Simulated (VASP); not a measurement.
# SnSe: single point with LDA

The system is SnSe.

```xyz
2
Lattice="0.0000 3.0852 2.8595 3.0852 0.0000 2.8595 3.0852 3.0852 0.0000" Properties=species:S:1:pos:R:3 pbc="T T T"
Sn    0.0000    0.0000    0.0000
Se    3.0852    3.0852    2.8595
```

This cell differs from its parent crystal: strain +0.025 along x and y, -0.050 along z.

```yaml
Program: VASP 6.6.1
Task: single point
Functional: LDA
Potentials_or_basis: VASP PAW LDA potentials, release 64 (Sn_d, Se)
Cutoff: 520 eV
k_mesh: 8 × 8 × 8
Occupations: gaussian, width 0.05 eV
Spin: no spin polarisation
```

| Property | Result |
| --- | --- |
| Pressure | -2.4 GPa |
| Band gap on the k mesh | 0.62 eV |

Stress tensor (GPa, compression positive):
```
-5.58  0.00  0.00
 0.00 -5.58  0.00
 0.00  0.00  4.08
```

Levels at points of the mesh, in eV from the valence-band top:
```tsv
k point	band 6	band 7	band 8	band 9	band 10	band 11	band 12	band 13	band 14	band 15
(0.00, 0.00, 0.00)	-13.84	-5.07	-2.64	-1.86	-1.86	3.72	3.72	5.62	5.78	5.78
(0.50, 0.00, 0.00)	-12.90	-8.09	-1.92	-1.82	-0.07	0.72	1.05	1.55	8.20	9.77
(0.50, 0.50, 0.00)	-12.45	-6.19	-5.54	-3.70	-3.70	2.88	5.11	5.11	6.65	10.60
(0.50, 0.00, 0.50)	-12.71	-5.91	-5.39	-3.95	-3.08	3.16	4.55	5.64	6.46	10.06
```

Wall time 70 s on 1 thread of AMD EPYC 7R13 (shared host), peak memory 0.16 GiB.

Caveat: the cell differs from its parent crystal (strain +0.025 along x and y, -0.050 along z); spin-orbit coupling is left out, which moves the levels of the heavy elements. A k mesh can miss the band edges.
